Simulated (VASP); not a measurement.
# Al7Si (Fm-3m) in VASP: a series of runs

Al7Si is run at these levels: PBE; tasks: single point.

All numbers are computed with VASP 6.6.1; they aren't measurements. Logs are shortened: lines on timing, memory, paths and dates and some standing lists are left out, and cuts for length are marked.

## Step 1: The cell of the first run

The structure is cubic, space group Fm-3m (No. 225). Conventional cell: a = 8.079 Å, b = 8.079 Å, c = 8.079 Å, α = 90.00°, β = 90.00°, γ = 90.00°. Al (site symmetry mmm) has 10 Al at 2.86 Å and 2 Si at 2.86 Å within 3.8 Å. Within 3.8 Å of Al (site symmetry m-3m) lie 12 Al at 2.86 Å. Within 3.8 Å of Si (site symmetry m-3m) lie 12 Al at 2.86 Å.

## Step 2: Single point, PBE

The input, INCAR:

```
SYSTEM = Al7Si
PREC = Accurate
ENCUT = 520
EDIFF = 1E-6
ISMEAR = 0
SIGMA = 0.1
LREAL = .False.
LASPH = .True.
NELM = 100
ALGO = Normal
ISIF = 2
LWAVE = .False.
LCHARG = .False.
GGA = PE
NBANDS = 22
```

The input, KPOINTS:

```
Automatic mesh
0
Gamma
  4 4 4
  0 0 0
```

The input, POSCAR:

```
Al7Si
1.0
    0.0000000000      4.0397224000      4.0397224000
    4.0397224000      0.0000000000      4.0397224000
    4.0397224000      4.0397224000      0.0000000000
Al Si
7 1
Direct
    0.0000000000      0.0000000000      0.5000000000
    0.0000000000      0.5000000000      0.0000000000
    0.0000000000      0.5000000000      0.5000000000
    0.5000000000      0.0000000000      0.0000000000
    0.5000000000      0.0000000000      0.5000000000
    0.5000000000      0.5000000000      0.0000000000
    0.5000000000      0.5000000000      0.5000000000
    0.0000000000      0.0000000000      0.0000000000
```

Potentials or basis: VASP PAW PBE potentials, release 64 (Al, Si).

Command:

```bash
> cat potpaw_PBE.64/Al/POTCAR potpaw_PBE.64/Si/POTCAR > POTCAR
> mpirun -np 1 vasp_std > vasp.out
```

OUTCAR:

```text
SYSTEM = Al7Si
   PREC = Accurate
   ENCUT = 520
   EDIFF = 1E-6
   ISMEAR = 0
   LREAL = .False.
   LASPH = .True.
   NELM = 100
   ISIF = 2
   GGA = PE

 ion  position               nearest neighbor table
   1  0.000  0.000  0.500-   3 2.86   5 2.86   8 2.86   2 2.86   4 2.86   8 2.86   2 2.86   3 2.86
                             7 2.86   4 2.86   5 2.86   7 2.86
   2  0.000  0.500  0.000-   3 2.86   6 2.86   8 2.86   1 2.86   3 2.86   7 2.86   1 2.86   4 2.86
                             8 2.86   4 2.86   6 2.86   7 2.86
   3  0.000  0.500  0.500-   1 2.86   2 2.86   7 2.86   2 2.86   6 2.86   8 2.86   1 2.86   5 2.86
                             8 2.86   5 2.86   6 2.86   7 2.86
   4  0.500  0.000  0.000-   5 2.86   6 2.86   8 2.86   1 2.86   5 2.86   7 2.86   2 2.86   6 2.86
                             7 2.86   1 2.86   2 2.86   8 2.86
   5  0.500  0.000  0.500-   1 2.86   4 2.86   7 2.86   4 2.86   6 2.86   8 2.86   3 2.86   6 2.86
                             7 2.86   1 2.86   3 2.86   8 2.86
   6  0.500  0.500  0.000-   2 2.86   4 2.86   7 2.86   3 2.86   5 2.86   7 2.86   4 2.86   5 2.86
                             8 2.86   2 2.86   3 2.86   8 2.86
   7  0.500  0.500  0.500-   3 2.86   5 2.86   6 2.86   2 2.86   4 2.86   6 2.86   1 2.86   4 2.86
                             5 2.86   1 2.86   2 2.86   3 2.86
   8  0.000  0.000  0.000-   1 2.86   2 2.86   4 2.86   1 2.86   3 2.86   5 2.86   2 2.86   3 2.86
                             6 2.86   4 2.86   5 2.86   6 2.86

  LATTYP: Found a face centered cubic cell.
 ALAT       =     8.0794448000

  Lattice vectors:

 A1 = (   0.0000000000,   4.0397224000,   4.0397224000)
 A2 = (   4.0397224000,   0.0000000000,   4.0397224000)
 A3 = (   4.0397224000,   4.0397224000,   0.0000000000)

Analysis of symmetry for initial positions (statically):
=====================================================================
 Subroutine PRICEL returns:
 Original cell was already a primitive cell.

 Routine SETGRP: Setting up the symmetry group for a
 face centered cubic supercell.

 Subroutine GETGRP returns: Found 48 space group operations
 (whereof 48 operations were pure point group operations)
 out of a pool of 48 trial point group operations.

The static configuration has the point symmetry O_h .

Analysis of symmetry for dynamics (positions and initial velocities):
=====================================================================
 Subroutine PRICEL returns:
 Original cell was already a primitive cell.

 Routine SETGRP: Setting up the symmetry group for a
 face centered cubic supercell.

 Subroutine GETGRP returns: Found 48 space group operations
 (whereof 48 operations were pure point group operations)
 out of a pool of 48 trial point group operations.

The dynamic configuration has the point symmetry O_h .

 Subroutine INISYM returns: Found 48 space group operations
 (whereof 48 operations are pure point group operations),
 and found     1 'primitive' translations

----------------------------------------------------------------------------------------

                                     Primitive cell

  volume of cell :     131.8513

  direct lattice vectors                    reciprocal lattice vectors
     0.000000000  4.039722400  4.039722400    -0.123770881  0.123770881  0.123770881
     4.039722400  0.000000000  4.039722400     0.123770881 -0.123770881  0.123770881
     4.039722400  4.039722400  0.000000000     0.123770881  0.123770881 -0.123770881

  length of vectors
     5.713030206  5.713030206  5.713030206     0.214377454  0.214377454  0.214377454

  position of ions in fractional coordinates (direct lattice)
     0.000000000  0.000000000  0.500000000
     0.000000000  0.500000000  0.000000000
     0.000000000  0.500000000  0.500000000
     0.500000000  0.000000000  0.000000000
     0.500000000  0.000000000  0.500000000
     0.500000000  0.500000000  0.000000000
     0.500000000  0.500000000  0.500000000
     0.000000000  0.000000000  0.000000000

  ion indices of the primitive-cell ions
   primitive index   ion index
                 1           1
                 2           2
                 3           3
                 4           4
                 5           5
                 6           6
                 7           7
                 8           8

----------------------------------------------------------------------------------------

 KPOINTS: Automatic mesh

Automatic generation of k-mesh.
 Grid dimensions read from file:
 generate k-points for:    4    4    4

 Generating k-lattice:

  Cartesian coordinates                     Fractional coordinates (reciprocal lattice)
    -0.030942720  0.030942720  0.030942720     0.250000000  0.000000000  0.000000000
     0.030942720 -0.030942720  0.030942720     0.000000000  0.250000000  0.000000000
     0.030942720  0.030942720 -0.030942720     0.000000000  0.000000000  0.250000000

  Length of vectors
     0.053594364  0.053594364  0.053594364

  Shift w.r.t. Gamma in fractional coordinates (k-lattice)
     0.000000000  0.000000000  0.000000000

 Subroutine IBZKPT returns following result:
 ===========================================

 Found      8 irreducible k-points:

 Following reciprocal coordinates:
            Coordinates               Weight
  0.000000  0.000000  0.000000      1.000000
  0.250000  0.000000  0.000000      8.000000
  0.500000  0.000000  0.000000      4.000000
  0.250000  0.250000  0.000000      6.000000
  0.500000  0.250000  0.000000     24.000000
 -0.250000  0.250000  0.000000     12.000000
  0.500000  0.500000  0.000000      3.000000
 -0.250000  0.500000  0.250000      6.000000
   k-points           NKPTS =      8   k-points in BZ     NKDIM =      8   number of bands    NBANDS=     22
   number of dos      NEDOS =    301   number of ions     NIONS =      8
   total plane-waves  NPLWV =  74088
   dimension x,y,z NGX =    42 NGY =   42 NGZ =   42
   dimension x,y,z NGXF=    84 NGYF=   84 NGZF=   84
   ions per type =               7   1
   NGX,Y,Z   is equivalent  to a cutoff of  12.22, 12.22, 12.22 a.u.
   NGXF,Y,Z  is equivalent  to a cutoff of  24.44, 24.44, 24.44 a.u.
 SYSTEM =  Al7Si
   PREC   = accura    normal or accurate (medium, high low for compatibility)
   ISTART =      0    job   : 0-new  1-cont  2-samecut
   ICHARG =      2    charge: 1-file 2-atom 10-const
   ISPIN  =      1    spin polarized calculation?
   LNONCOLLINEAR =      F non collinear calculations
   LSORBIT =      F    spin-orbit coupling
   LASPH  =      T    aspherical Exc in radial PAW
   ENCUT  =  520.0 eV  38.22 Ry    6.18 a.u.  10.62 10.62 10.62*2*pi/ulx,y,z
   NELM   =    100;   NELMIN=  2; NELMDL= -5     # of ELM steps
   EDIFF  = 0.1E-05   stopping-criterion for ELM
   LREAL  =      F    real-space projection
   EDIFFG = 0.1E-04   stopping-criterion for IOM
   NSW    =      0    number of steps for IOM
   IBRION =     -1    ionic relax: 0-MD 1-quasi-New 2-CG
   NFREE  =      0    steps in history (QN), initial steepest desc. (CG)
   ISIF   =      2    stress and relaxation
   ISYM   =      2    0-nonsym 1-usesym 2-fastsym
   POTIM  = 0.5000    time-step for ionic-motion
   TEBEG  =    0.0;   TEEND  =   0.0 temperature during run
   PSTRESS=    0.0 pullay stress
   NELECT =      25.0000    total number of electrons
   NUPDOWN=      -1.0000    fix difference up-down
   EMIN   =  10.00;   EMAX   =-10.00  energy-range for DOS
   EFERMI =   0.00;   METHOD = LEGACY
   ISMEAR =     0;   SIGMA  =   0.10  broadening in eV -4-tet -1-fermi 0-gaus
   EFERMI_NEDOS =   21; number of points for ismear=-14 and -15
   IALGO  =     38    algorithm
   IMIX   =      4    mixing-type and parameters
     AMIX     =   0.40;   BMIX     =  1.00
     AMIX_MAG =   1.60;   BMIX_MAG =  1.00
  volume/ion in A,a.u.               =      16.48       111.22
  Fermi-wavevector in a.u.,A,eV,Ry     =   0.940503  1.777292 12.034966  0.884545
  Thomas-Fermi vector in A             =   2.067921
   LORBIT       =      0    0 simple, 1 ext, 2 COOP (PROOUT), +10 PAW based schemes
   GGA     = PE    functional components
   LHFCALC =     F    Hartree Fock is set to
   AEXX    =    0.0000 exact exchange contribution
   IVDW    =     0    specifies the selected vdW correction
   LEPSILON=     F    determine dielectric tensor
   LRPA    =     F    only Hartree local field effects (RPA)
 non-spin polarized calculation
 Gauss-broadening in eV      SIGMA  =   0.10
  energy-cutoff  :      520.00
  volume of cell :      131.85
 maximum number of plane-waves:      3582
   NGX = 21   NGY = 21   NGZ = 21

 number of electron      25.0000001 magnetization

 Free energy of the ion-electron system (eV)
  ---------------------------------------------------
  ext. energy  EPLUGINS =         0.00000000
  ---------------------------------------------------
  free energy    TOTEN  =       -31.28265649 eV

  energy without entropy =      -31.26181013  energy(sigma->0) =      -31.27223331

 E-fermi :   8.0324     XC(G=0): -10.2558

 val. band max:        8.0138521023   @ k =   0.2500   0.0000   0.0000
 cond. band min:       8.0999877832   @ k =   0.5000   0.2500   0.0000
 fundamental gap:      0.0861356809
 Fermi energy:         8.0323872644

 k-point     1 :       0.0000    0.0000    0.0000
  band No.  band energies     occupation
      1      -3.4474      2.00000
      2       1.9488      2.00000
      3       3.1323      2.00000
      4       3.1323      2.00000
      5       3.1323      2.00000
      6       3.5248      2.00000
[... 14 lines left out ...]
     21      13.2519      0.00000
     22      13.6819      0.00000

 k-point     2 :       0.2500    0.0000    0.0000
  band No.  band energies     occupation
      1      -3.0401      2.00000
      2       0.2590      2.00000
      3       2.1453      2.00000
      4       2.6841      2.00000
      5       2.6841      2.00000
      6       3.6090      2.00000
[... 14 lines left out ...]
     21      14.0447      0.00000
     22      14.5336      0.00000

 k-point     3 :       0.5000    0.0000    0.0000
  band No.  band energies     occupation
      1      -2.0898      2.00000
      2      -1.4421      2.00000
      3       1.9672      2.00000
      4       2.6818      2.00000
      5       2.6818      2.00000
      6       3.0021      2.00000
[... 14 lines left out ...]
     21      11.6748      0.00000
     22      11.6748      0.00000

 k-point     4 :       0.2500    0.2500    0.0000
  band No.  band energies     occupation
      1      -2.9047      2.00000
      2       0.7316      2.00000
      3       1.7657      2.00000
      4       1.7657      2.00000
      5       1.8917      2.00000
      6       1.9721      2.00000
[... 14 lines left out ...]
     21      13.6541      0.00000
     22      13.8064      0.00000

 k-point     5 :       0.5000    0.2500    0.0000
  band No.  band energies     occupation
      1      -2.0228      2.00000
      2      -0.7561      2.00000
      3       0.3807      2.00000
      4       1.4630      2.00000
      5       1.6285      2.00000
      6       3.7166      2.00000
[... 14 lines left out ...]
     21      12.3970      0.00000
     22      12.4659      0.00000

 k-point     6 :      -0.2500    0.2500    0.0000
  band No.  band energies     occupation
      1      -2.3837      2.00000
      2      -0.3319      2.00000
      3       0.2184      2.00000
      4       2.0773      2.00000
      5       2.2905      2.00000
      6       4.0610      2.00000
[... 14 lines left out ...]
     21      12.8295      0.00000
     22      12.8391      0.00000

 k-point     7 :       0.5000    0.5000    0.0000
  band No.  band energies     occupation
      1      -1.6235      2.00000
      2      -0.8908      2.00000
      3       0.6577      2.00000
      4       1.2231      2.00000
      5       1.2231      2.00000
      6       1.4235      2.00000
[... 14 lines left out ...]
     21      10.5783      0.00000
     22      10.8335      0.00000

 k-point     8 :      -0.2500    0.5000    0.2500
  band No.  band energies     occupation
      1      -1.4415      2.00000
      2      -0.3350      2.00000
      3      -0.3350      2.00000
      4      -0.3216      2.00000
      5       3.5017      2.00000
      6       3.7124      2.00000
[... 14 lines left out ...]
     21      11.9476      0.00000
     22      12.1252      0.00000

------------------------ aborting loop because EDIFF is reached ----------------------------------------

  FORCE on cell =-STRESS in cart. coord.  units (eV):
  Direction    XX          YY          ZZ          XY          YZ          ZX
  --------------------------------------------------------------------------------------
  -------------------------------------------------------------------------------------
  Total       -1.2002654     -1.2002654     -1.2002654     -0.0000000     -0.0000000      0.0000000
  in kB      -14.5848954    -14.5848954    -14.5848954     -0.0000000     -0.0000000      0.0000000
  external PRESSURE =     -14.5848954 kB  Pullay stress =       0.0000000 kB

 VOLUME and BASIS-vectors are now :
 -----------------------------------------------------------------------------
  energy-cutoff  :      520.00
  volume of cell :      131.85
      direct lattice vectors                 reciprocal lattice vectors
     0.000000000  4.039722400  4.039722400    -0.123770881  0.123770881  0.123770881
     4.039722400  0.000000000  4.039722400     0.123770881 -0.123770881  0.123770881
     4.039722400  4.039722400  0.000000000     0.123770881  0.123770881 -0.123770881

 POSITION                                       TOTAL-FORCE (eV/Angst)
 -----------------------------------------------------------------------------------
      2.01986      2.01986      0.00000        -0.000000      0.000000     -0.000000
      2.01986      0.00000      2.01986        -0.000000      0.000000      0.000000
      4.03972      2.01986      2.01986         0.000000      0.000000      0.000000
      0.00000      2.01986      2.01986        -0.000000      0.000000     -0.000000
      2.01986      4.03972      2.01986         0.000000     -0.000000     -0.000000
      2.01986      2.01986      4.03972        -0.000000      0.000000     -0.000000
      4.03972      4.03972      4.03972        -0.000000      0.000000     -0.000000
      0.00000      0.00000      0.00000        -0.000000      0.000000     -0.000000
 -----------------------------------------------------------------------------------
    total drift:                                0.000000      0.000000     -0.000000

  FREE ENERGIE OF THE ION-ELECTRON SYSTEM (eV)
  ---------------------------------------------------
  free  energy   TOTEN  =       -31.2826564879 eV

  energy  without entropy=      -31.2618101281  energy(sigma->0) =      -31.27223331
```

Wall time 29 s (1 thread of Intel Xeon 8259CL, shared host); peak memory 0.24 GiB.

Results:

* Free energy: -31.2827 eV
* Pressure: -1.5 GPa
* Band gap on the k mesh: zero (an odd number of electrons rules out a gap without spin polarisation)

Levels at points of the mesh, in eV from the Fermi level:
```tsv
k point	band 9	band 10	band 11	band 12	band 13	band 14	band 15	band 16
(0.00, 0.00, 0.00)	-4.34	-3.11	-3.11	-3.11	-2.13	-1.58	-1.58	4.79
(0.50, 0.00, 0.00)	-1.34	-1.29	-0.95	-0.95	-0.74	-0.74	2.77	2.88
(0.50, 0.50, 0.00)	-0.81	-0.81	-0.39	-0.22	0.17	0.70	1.16	1.24
```

## Step 3: Single point, PBE (14.28 Å³/atom)

This run uses another cell than the first one, of 14.28 Å³/atom.

The input, INCAR:

```
PREC = Accurate
ENCUT = 520
EDIFF = 1E-7
ISMEAR = 0
SIGMA = 0.1
LREAL = False
LASPH = True
NELM = 100
ALGO = Fast
ISIF = 2
LWAVE = False
LCHARG = False
GGA = PE
NBANDS = 22
```

The input, KPOINTS:

```
Automatic mesh
0
Gamma
  8 8 8
```

POSCAR, as its differences from that of step 2:

```diff
@@ -2,5 +2,5 @@
 1.0
-    0.0000000000      4.0397224000      4.0397224000
-    4.0397224000      0.0000000000      4.0397224000
-    4.0397224000      4.0397224000      0.0000000000
+    0.0000000000      3.8509742139      3.8509742139
+    3.8509742139      0.0000000000      3.8509742139
+    3.8509742139      3.8509742139      0.0000000000
 Al Si
```

Potentials or basis: VASP PAW PBE potentials, release 64 (Al, Si).

Command:

```bash
> cat potpaw_PBE.64/Al/POTCAR potpaw_PBE.64/Si/POTCAR > POTCAR
> mpirun -np 1 vasp_std > vasp.out
```

It took 1.9 min on 1 thread of Intel Xeon 8259CL, shared host; peak memory 0.27 GiB.

It converged, with:

| Property | Result |
| --- | --- |
| Free energy | -30.6559 eV |
| Pressure | 12.9 GPa |
| Band gap on the k mesh | zero (an odd number of electrons rules out a gap without spin polarisation) |

Levels at points of the mesh, in eV from the Fermi level:
```tsv
k point	band 10	band 11	band 12	band 13	band 14	band 15
(0.00, 0.00, 0.00)	-3.63	-3.63	-3.63	-2.31	-1.81	-1.81
(0.50, 0.00, 0.00)	-1.58	-1.15	-1.15	-0.99	-0.99	2.97
(0.50, 0.50, 0.00)	-1.15	-0.83	-0.26	0.29	0.47	1.07
```

Caveat: the cell stands under pressure.

(Continued in part 2 of 2.)
